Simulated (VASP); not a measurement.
Here is a VASP 6.6.1 calculation.

Contents of INCAR:

```
ALGO = Normal
EDIFF = 1E-6
EDIFFG = -0.04
ENCUT = 600
GGA = PE
IBRION = 2
ISIF = 3
ISMEAR = 0
LASPH = True
LCHARG = False
LREAL = False
LWAVE = False
NELM = 60
NSW = 90
PREC = Accurate
SIGMA = 0.1
```

The input KPOINTS:

```
k-points
0
Gamma
  4 4 4
```

File POSCAR:

```
AgOs4
1.0
   -2.6750253000      2.6750253000      2.6750253000
    2.6750253000     -2.6750253000      2.6750253000
    2.6750253000      2.6750253000     -2.6750253000
Ag Os
1 4
Direct
    0.0000000000      0.0000000000      0.0000000000
    0.0000000000      0.0000000000      0.5000000000
    0.5000000000      0.0000000000      0.0000000000
    0.5000000000      0.5000000000      0.5000000000
    0.0000000000      0.5000000000      0.0000000000
```

Potentials or basis: VASP PAW PBE potentials, release 64 (Ag, Os).

The run is started by

```console
$ cat potpaw_PBE.64/Ag/POTCAR potpaw_PBE.64/Os/POTCAR > POTCAR
$ mpirun -np 1 vasp_std > vasp.out
```

Task: What does it give for the relaxed cell?

Result: a = 4.931 Å, b = 4.931 Å, c = 4.931 Å, α = 109.47°, β = 109.47°, γ = 109.47°.

Task: What does it give for the space group after relaxing (to 0.05 Å)?

Result: Im-3m (No. 229).

Step by step:
```
step  energy change (eV)  largest force (eV/Å)  pressure (GPa)  volume (Å³)
   1              0.0000                0.0000           59.97        76.57
   2              7.4901                0.0000          -26.40       159.27
   3             -2.3328                0.0000           -8.25        96.59
   4             -2.4399                0.0000           -2.37        93.43
   5             -2.4485                0.0000            0.04        92.29
```

Caveat: the k points lie up to 0.39 Å⁻¹ apart in the final cell; the volume moved by over 15 % at a fixed basis, so the end points are rough.
